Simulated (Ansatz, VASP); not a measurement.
**Rb: VASP beside Ansatz**

```xyz
1
Lattice="-2.7987 2.7987 2.7987 2.7987 -2.7987 2.7987 2.7987 2.7987 -2.7987" Properties=species:S:1:pos:R:3 pbc="T T T"
Rb    0.0000    0.0000    0.0000
```

Alike in both runs: task single point; functional PBE; k mesh 8 × 8 × 8; occupations gaussian, width 0.05 eV; no spin polarisation.

```csv
,VASP,Ansatz
version,VASP 6.6.1,Ansatz 0.2.0
potentials or method,"VASP PAW PBE potentials, release 64 (Rb_sv), cutoff 520 eV","scalar-relativistic, plane waves, PAW"
valence electrons in the cell,9,9
```

|  | VASP | Ansatz | Ansatz less VASP |
| --- | --- | --- | --- |
| gap on the k mesh at the Fermi level (eV) | none | none | - |
| pressure (GPa) | 0.1 | 0.1 | 0.00 |

A gap of «none» marks a metal or a gap that the smearing closes.
